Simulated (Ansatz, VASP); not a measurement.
## Two plane-wave programs on Na2BrCl

The input INCAR:

```
SYSTEM = Na2BrCl
PREC = Accurate ; ENCUT = 520
EDIFF = 1E-7 ; ISMEAR = 0
SIGMA = 0.05 ; LREAL = .False.
LASPH = .True. ; NELM = 100
ALGO = Normal ; ISIF = 2
LWAVE = .False. ; LCHARG = .False.
GGA = CA ; NBANDS = 22
```

The input KPOINTS:

```
Automatic mesh
0
Gamma
  9 9 9
  0 0 0
```

File POSCAR:

```
Na2BrCl
1.0
    1.8715913212      1.0805637531      7.3382152344
   -1.8715913212      1.0805637531      7.3382152344
    0.0000000000     -2.1611275062      7.3382152344
Na Br Cl
2 1 1
Direct
    0.2545086910      0.2545086910      0.2545086910
    0.7454913090      0.7454913090      0.7454913090
    0.5000000000      0.5000000000      0.5000000000
    0.0000000000      0.0000000000      0.0000000000
```

Input for Ansatz:

```yaml
crystal:
  lattice:
    - [1.8715913212, 1.0805637531, 7.3382152344]
    - [-1.8715913212, 1.0805637531, 7.3382152344]
    - [0.0, -2.1611275062, 7.3382152344]
  atoms:
    - { symbol: Na, position: [0.254508691, 0.254508691, 0.254508691] }
    - { symbol: Na, position: [0.745491309, 0.745491309, 0.745491309] }
    - { symbol: Br, position: [0.5, 0.5, 0.5] }
    - { symbol: Cl, position: [0.0, 0.0, 0.0] }
basis:
  ecutwfc: 420
kpoints:
  mp_grid: { grid: [9, 9, 9] }
hamiltonian:
  xc: lda
scf:
  occupations: { method: gaussian, width: 0.05 }
output:
  forces: true
  stress: true
  eigenvalues: true
```

Alike in both runs: task single point; functional LDA; k mesh 9 × 9 × 9; occupations gaussian, width 0.05 eV; no spin polarisation.

```csv
,VASP,Ansatz
version,VASP 6.6.1,Ansatz 0.2.0
potentials or method,"VASP PAW LDA potentials, release 64 (Na_pv, Br, Cl), cutoff 520 eV","scalar-relativistic, plane waves, PAW"
valence electrons in the cell,28,32
```

Ansatz gave:

| Quantity | Value |
| --- | --- |
| gap on the k mesh at the Fermi level (eV) | 3.31 |
| least direct gap on the mesh (eV) | 3.31 |
| pressure (GPa) | -0.1 |
| traceless stress, the component that is largest in VASP (GPa) | -3.78 |
| rms of the force components (eV/Å) | 0.013 |

Estimate VASP's values.

gap on the k mesh at the Fermi level (eV): 3.32; least direct gap on the mesh (eV): 3.32; pressure (GPa): 0.0; traceless stress, the component that is largest in VASP (GPa): -3.78; rms of the force components (eV/Å): 0.013.

LDA's correlation is that of Perdew and Zunger in VASP and of Perdew and Wang (1992) in Ansatz. Atom by atom the forces differ by 0.000 eV/Å (rms over components). VASP's potentials hold 28 valence electrons a cell and Ansatz's 32, so a difference there can come from the potentials and not from the codes.
